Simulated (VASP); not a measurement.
# TiO2 (C2/c) in VASP: further runs, part 2 of 2

VASP 6.6.1. The steps go on from the part before.

### 3 Single point, LDA

The input, INCAR:

```
PREC = Accurate ; ENCUT = 600
EDIFF = 1E-6 ; ISMEAR = 0
SIGMA = 0.02 ; LREAL = False
LASPH = True ; NELM = 120
ALGO = Normal ; ISIF = 2
LWAVE = False ; LCHARG = True
LELF = True ; LVHAR = True
NBANDS = 33 ; GGA_COMPAT = False
```

The input, KPOINTS:

```
regular mesh
0
Gamma
  2 2 2
```

The input, POSCAR:

```
TiO2
1.0
    2.7060340000     -2.7066550000      0.0000000000
    2.7060340000      2.7066550000      0.0000000000
   -2.6335310000      0.0000000000      4.7966370000
Ti O
2 4
Direct
    0.1341100000      0.8658900000      0.2500000000
    0.8658900000      0.1341100000      0.7500000000
    0.3312210000      0.0887550000      0.6671490000
    0.6687790000      0.9112450000      0.3328510000
    0.9112450000      0.6687790000      0.8328510000
    0.0887550000      0.3312210000      0.1671490000
```

Potentials or basis: VASP PAW LDA potentials, release 64 (Ti_sv, O).

Started as:

```
> cat potpaw_LDA.64/Ti_sv/POTCAR potpaw_LDA.64/O/POTCAR > POTCAR
> mpirun -np 1 vasp_std > vasp.out
```

OUTCAR:

```text
PREC = Accurate
   ENCUT = 600
   EDIFF = 1E-6
   ISMEAR = 0
   LREAL = False
   LASPH = True
   NELM = 120
   ISIF = 2

 ion  position               nearest neighbor table
   1  0.134  0.866  0.250-   4 1.93   6 1.93   6 1.98   4 1.98   3 2.00   5 2.00
   2  0.866  0.134  0.750-   5 1.93   3 1.93   5 1.98   3 1.98   6 2.00   4 2.00
   3  0.331  0.089  0.667-   2 1.93   2 1.98   1 2.00
   4  0.669  0.911  0.333-   1 1.93   1 1.98   2 2.00
   5  0.911  0.669  0.833-   2 1.93   2 1.98   1 2.00
   6  0.089  0.331  0.167-   1 1.93   1 1.98   2 2.00

  LATTYP: Found a base centered monoclinic cell.
 ALAT       =     5.4120680000
 B/A-ratio  =     1.0002294871
 C/A-ratio  =     1.0110809974
 COS(beta)  =    -0.4812705001

  Lattice vectors:

 A1 = (   2.7060340000,  -2.7066550000,   0.0000000000)
 A2 = (   2.7060340000,   2.7066550000,   0.0000000000)
 A3 = (  -2.6335310000,   0.0000000000,   4.7966370000)

Analysis of symmetry for initial positions (statically):
=====================================================================
 Subroutine PRICEL returns:
 Original cell was already a primitive cell.

 Routine SETGRP: Setting up the symmetry group for a
 base centered monoclinic supercell.

 Subroutine GETGRP returns: Found  4 space group operations
 (whereof  2 operations were pure point group operations)
 out of a pool of  4 trial point group operations.

The static configuration has the point symmetry S_2 .
 The point group associated with its full space group is C_2h.

Analysis of symmetry for dynamics (positions and initial velocities):
=====================================================================
 Subroutine PRICEL returns:
 Original cell was already a primitive cell.

 Routine SETGRP: Setting up the symmetry group for a
 base centered monoclinic supercell.

 Subroutine GETGRP returns: Found  4 space group operations
 (whereof  2 operations were pure point group operations)
 out of a pool of  4 trial point group operations.

The dynamic configuration has the point symmetry S_2 .
 The point group associated with its full space group is C_2h.

 Subroutine INISYM returns: Found  4 space group operations
 (whereof  2 operations are pure point group operations),
 and found     1 'primitive' translations

----------------------------------------------------------------------------------------

                                     Primitive cell

  volume of cell :      70.2640

  direct lattice vectors                    reciprocal lattice vectors
     2.706034000 -2.706655000  0.000000000     0.184772253 -0.184729860  0.101446796
     2.706034000  2.706655000  0.000000000     0.184772253  0.184729860  0.101446796
    -2.633531000  0.000000000  4.796637000     0.000000000  0.000000000  0.208479399

  length of vectors
     3.827349122  3.827349122  5.472039111     0.280280858  0.280280858  0.208479399

  position of ions in fractional coordinates (direct lattice)
     0.134110000  0.865890000  0.250000000
     0.865890000  0.134110000  0.750000000
     0.331221000  0.088755000  0.667149000
     0.668779000  0.911245000  0.332851000
[... 24 lines left out ...]
     0.092386127  0.092364930  0.050723398     0.000000000  0.500000000  0.000000000
     0.000000000  0.000000000  0.104239700     0.000000000  0.000000000  0.500000000

  Length of vectors
     0.140140429  0.140140429  0.104239700

  Shift w.r.t. Gamma in fractional coordinates (k-lattice)
     0.000000000  0.000000000  0.000000000

 Subroutine IBZKPT returns following result:
 ===========================================

 Found      6 irreducible k-points:

 Following reciprocal coordinates:
            Coordinates               Weight
  0.000000  0.000000  0.000000      1.000000
  0.500000  0.000000  0.000000      2.000000
  0.500000  0.500000  0.000000      1.000000
  0.000000  0.000000  0.500000      1.000000
  0.500000  0.000000  0.500000      2.000000
  0.500000  0.500000  0.500000      1.000000
   k-points           NKPTS =      6   k-points in BZ     NKDIM =      6   number of bands    NBANDS=     33
   number of dos      NEDOS =    301   number of ions     NIONS =      6
   total plane-waves  NPLWV =  49152
   dimension x,y,z NGX =    32 NGY =   32 NGZ =   48
   dimension x,y,z NGXF=    64 NGYF=   64 NGZF=   96
   ions per type =               2   4
   NGX,Y,Z   is equivalent  to a cutoff of  13.90, 13.90, 14.58 a.u.
   NGXF,Y,Z  is equivalent  to a cutoff of  27.80, 27.80, 29.17 a.u.
 SYSTEM =  unknown system
   PREC   = accura    normal or accurate (medium, high low for compatibility)
   ISTART =      0    job   : 0-new  1-cont  2-samecut
   ICHARG =      2    charge: 1-file 2-atom 10-const
   ISPIN  =      1    spin polarized calculation?
   LNONCOLLINEAR =      F non collinear calculations
   LSORBIT =      F    spin-orbit coupling
   LASPH  =      T    aspherical Exc in radial PAW
   ENCUT  =  600.0 eV  44.10 Ry    6.64 a.u.   7.64  7.64 10.93*2*pi/ulx,y,z
   NELM   =    120;   NELMIN=  2; NELMDL= -5     # of ELM steps
   EDIFF  = 0.1E-05   stopping-criterion for ELM
   LREAL  =      F    real-space projection
[... 7 lines left out ...]
   TEBEG  =    0.0;   TEEND  =   0.0 temperature during run
   PSTRESS=    0.0 pullay stress
   NELECT =      48.0000    total number of electrons
   NUPDOWN=      -1.0000    fix difference up-down
   EMIN   =  10.00;   EMAX   =-10.00  energy-range for DOS
   EFERMI =   0.00;   METHOD = LEGACY
   ISMEAR =     0;   SIGMA  =   0.02  broadening in eV -4-tet -1-fermi 0-gaus
   EFERMI_NEDOS =   21; number of points for ismear=-14 and -15
   IALGO  =     38    algorithm
   IMIX   =      4    mixing-type and parameters
     AMIX     =   0.40;   BMIX     =  1.00
     AMIX_MAG =   1.60;   BMIX_MAG =  1.00
  volume/ion in A,a.u.               =      11.71        79.03
  Fermi-wavevector in a.u.,A,eV,Ry     =   1.441820  2.724644 28.284385  2.078844
  Thomas-Fermi vector in A             =   2.560409
   LORBIT       =      0    0 simple, 1 ext, 2 COOP (PROOUT), +10 PAW based schemes
   GGA     = CA    functional components
   LHFCALC =     F    Hartree Fock is set to
   AEXX    =    0.0000 exact exchange contribution
   IVDW    =     0    specifies the selected vdW correction
   LEPSILON=     F    determine dielectric tensor
   LRPA    =     F    only Hartree local field effects (RPA)
 non-spin polarized calculation
 Gauss-broadening in eV      SIGMA  =   0.02
  energy-cutoff  :      600.00
  volume of cell :       70.26
 maximum number of plane-waves:      2350
 NGX is ok and might be reduce to    32
   NGX = 15   NGY = 15   NGZ = 21

 number of electron      48.0000002 magnetization

 Free energy of the ion-electron system (eV)
  ---------------------------------------------------
  ext. energy  EPLUGINS =         0.00000000
  ---------------------------------------------------
  free energy    TOTEN  =       -58.75604374 eV

  energy without entropy =      -58.75604374  energy(sigma->0) =      -58.75604374

 E-fermi :   3.0106     XC(G=0): -11.1916

 val. band max:        2.8069857699   @ k =   0.5000   0.5000   0.0000
 cond. band min:       4.7265004942   @ k =   0.0000   0.0000   0.0000
 fundamental gap:      1.9195147243
 Fermi energy:         3.0106136476

 k-point     1 :       0.0000    0.0000    0.0000
  band No.  band energies     occupation
      1     -52.9805      2.00000
      2     -52.9238      2.00000
      3     -29.7938      2.00000
      4     -29.6020      2.00000
      5     -29.6012      2.00000
      6     -29.5375      2.00000
[... 205 lines left out ...]
     32       9.0940      0.00000
     33       9.9603      0.00000

------------------------ aborting loop because EDIFF is reached ----------------------------------------

  FORCE on cell =-STRESS in cart. coord.  units (eV):
  Direction    XX          YY          ZZ          XY          YZ          ZX
  --------------------------------------------------------------------------------------
  -------------------------------------------------------------------------------------
  Total       -7.2645735     -7.2825900     -2.6964848      0.0000000      0.0000000     -0.1382829
  in kB     -165.6485758   -166.0593916    -61.4859044      0.0000000      0.0000000     -3.1531599
  external PRESSURE =    -131.0646239 kB  Pullay stress =       0.0000000 kB

 VOLUME and BASIS-vectors are now :
 -----------------------------------------------------------------------------
  energy-cutoff  :      600.00
  volume of cell :       70.26
      direct lattice vectors                 reciprocal lattice vectors
     2.706034000 -2.706655000  0.000000000     0.184772253 -0.184729860  0.101446796
     2.706034000  2.706655000  0.000000000     0.184772253  0.184729860  0.101446796
    -2.633531000  0.000000000  4.796637000     0.000000000  0.000000000  0.208479399

 POSITION                                       TOTAL-FORCE (eV/Angst)
 -----------------------------------------------------------------------------------
      2.04765      1.98068      1.19916        -0.000000     -0.025711      0.000000
      0.73089     -1.98068      3.59748        -0.000000      0.025711      0.000000
     -0.62049     -0.65627      3.20007         0.019268     -0.069260     -0.484521
      3.39903      0.65627      1.59657        -0.019268      0.069260      0.484521
      2.08226     -0.65627      3.99488        -0.019268     -0.069260      0.484521
      0.69628      0.65627      0.80175         0.019268      0.069260     -0.484521
 -----------------------------------------------------------------------------------
    total drift:                                0.000000      0.000000      0.000000

  FREE ENERGIE OF THE ION-ELECTRON SYSTEM (eV)
  ---------------------------------------------------
  free  energy   TOTEN  =       -58.7560437432 eV

  energy  without entropy=      -58.7560437432  energy(sigma->0) =      -58.75604374
```

Wall time 11 s (1 thread of Intel Xeon 6975P-C (Granite Rapids), shared host); peak memory 0.17 GiB.

What came out:

| Property | Result |
| --- | --- |
| Free energy | -58.7560 eV |
| Pressure | -13.1 GPa |
| Largest force | 0.490 eV/Å |
| Band gap on the k mesh | 1.92 eV (least direct gap 2.36 eV) |

Forces in eV/Å, atoms in the order of the input:
```
Ti   0.000 -0.026  0.000
Ti   0.000  0.026  0.000
O    0.019 -0.069 -0.485
O   -0.019  0.069  0.485
O   -0.019 -0.069  0.485
O    0.019  0.069 -0.485
```

Caveat: the k points lie up to 0.88 Å⁻¹ apart, too coarse for converged energies, forces and pressures.

### 4 Single point, LDA

The input, INCAR:

```
SYSTEM = TiO2
  ALGO = Normal
  EDIFF = 1E-6
  ENCUT = 600
  GGA_COMPAT = .False.
  ISIF = 2
  ISMEAR = 0
  LASPH = .True.
  LCHARG = .False.
  LREAL = .False.
  LWAVE = .False.
  NBANDS = 33
  NELM = 120
  PREC = Accurate
  SIGMA = 0.02
```

The input, KPOINTS:

```
k-points
0
Gamma
  4 4 2
  0 0 0
```

POSCAR is that of step 3.

Started as:

```
> cat potpaw_LDA.64/Ti_sv/POTCAR potpaw_LDA.64/O/POTCAR > POTCAR
> mpirun -np 1 vasp_std > vasp.out
```

It took 22 s on 1 thread of Intel Xeon 6975P-C (Granite Rapids), shared host; peak memory 0.19 GiB.

Results (log left out):

| Property | Result |
| --- | --- |
| Free energy | -58.6787 eV |
| Pressure | -12.1 GPa |
| Largest force | 0.309 eV/Å |
| Band gap on the k mesh | 1.94 eV (least direct gap 2.38 eV) |

Forces in eV/Å, atoms in the order of the input:
```
Ti   0.000  0.042  0.000
Ti   0.000 -0.042  0.000
O    0.022 -0.059 -0.303
O   -0.022  0.059  0.303
O   -0.022 -0.059  0.303
O    0.022  0.059 -0.303
```

Stress tensor (GPa, compression positive):
```
-12.23   0.00  -0.48
  0.00 -12.27   0.00
 -0.48   0.00 -11.86
```

Levels at points of the mesh, in eV from the valence-band top:
```
           k point  band 20  band 21  band 22  band 23  band 24  band 25  band 26  band 27  band 28  band 29
(0.00, 0.00, 0.00)    -0.81    -0.78    -0.72    -0.45    -0.44     1.94     2.68     3.72     3.73     3.79
(0.50, 0.00, 0.00)    -1.98    -1.90    -0.92    -0.88    -0.62     3.11     3.26     3.31     3.55     4.05
(0.50, 0.50, 0.00)    -2.45    -2.21    -1.89    -0.01     0.00     3.13     3.17     3.45     3.80     4.64
(0.00, 0.00, 0.50)    -1.35    -1.26    -1.26    -0.13    -0.13     2.30     2.30     3.55     3.55     3.99
(0.50, 0.00, 0.50)    -1.93    -1.88    -0.91    -0.88    -0.62     2.96     3.38     3.39     3.44     4.12
(0.50, 0.50, 0.50)    -2.59    -2.05    -2.05    -0.02    -0.02     3.16     3.16     3.63     3.63     4.66
```

Caveat: the k points lie up to 0.64 Å⁻¹ apart. A k mesh can miss the band edges.

### 5 Single point, LDA

The input, INCAR:

```
SYSTEM = TiO2
ALGO = Normal
EDIFF = 1E-6
ENCUT = 600
GGA = CA
GGA_COMPAT = .False.
ISIF = 2
ISMEAR = 0
LASPH = .True.
LCHARG = .True.
LELF = .True.
LREAL = .False.
LVHAR = .True.
LWAVE = .False.
NBANDS = 33
NELM = 120
PREC = Accurate
SIGMA = 0.02
```

The input, KPOINTS:

```
k-points
0
Gamma
  4 4 4
  0 0 0
```

POSCAR is that of step 4.

Started as:

```
> cat potpaw_LDA.64/Ti_sv/POTCAR potpaw_LDA.64/O/POTCAR > POTCAR
> mpirun -np 1 vasp_std > vasp.out
```

Wall time 37 s (1 thread of Intel Xeon 6975P-C (Granite Rapids), shared host); peak memory 0.2 GiB.

It converged, with:

```
Free energy            : -58.6870 eV
Pressure               : -12.2 GPa
Largest force          : 0.308 eV/Å
Band gap on the k mesh : 1.95 eV (least direct gap 2.28 eV)
```

Forces on the atoms (eV/Å):
```
Ti   0.000  0.063  0.000
Ti   0.000 -0.063  0.000
O    0.012 -0.047 -0.304
O   -0.012  0.047  0.304
O   -0.012 -0.047  0.304
O    0.012  0.047 -0.304
```

Stress tensor (GPa, compression positive):
```
-12.24   0.00  -0.42
  0.00 -12.28   0.00
 -0.42   0.00 -11.93
```

Levels at points of the mesh, in eV from the valence-band top:
| k point | band 21 | band 22 | band 23 | band 24 | band 25 | band 26 | band 27 | band 28 |
| --- | --- | --- | --- | --- | --- | --- | --- | --- |
| (0.00, 0.00, 0.00) | -0.78 | -0.72 | -0.45 | -0.44 | 1.95 | 2.68 | 3.73 | 3.73 |
| (0.50, 0.00, 0.00) | -1.89 | -0.92 | -0.88 | -0.62 | 3.11 | 3.27 | 3.31 | 3.55 |
| (0.50, 0.50, 0.00) | -2.21 | -1.89 | -0.01 | 0.00 | 3.14 | 3.17 | 3.46 | 3.80 |
| (0.00, 0.00, 0.50) | -1.25 | -1.25 | -0.13 | -0.13 | 2.30 | 2.30 | 3.56 | 3.56 |
| (0.50, 0.00, 0.50) | -1.88 | -0.91 | -0.88 | -0.62 | 2.97 | 3.38 | 3.40 | 3.44 |
| (0.50, 0.50, 0.50) | -2.05 | -2.05 | -0.02 | -0.02 | 3.16 | 3.16 | 3.63 | 3.63 |

Caveat: the k points lie up to 0.44 Å⁻¹ apart. A k mesh can miss the band edges.

### 6 Summary

```tsv
k mesh	gap on the mesh (eV)	pressure (GPa)	largest force (eV/Å)
1 × 1 × 1	-	7.0	6.65
2 × 2 × 2	1.92	-13.1	0.49
4 × 4 × 2	1.94	-12.1	0.31
4 × 4 × 4	1.95	-12.2	0.31
```

Alike in all rows: task single point; level LDA; potentials or basis VASP PAW LDA potentials, release 64 (Ti_sv, O); no spin polarisation; cell as given; cutoff (eV) 600; smearing gaussian 0.02 eV.

Caveats: all runs use coarse meshes; forces of over 1 eV/Å act on the atoms, so gaps and moduli don't describe the material at rest (at least some runs).

Absolute energies hang on the potentials; compare differences alone.
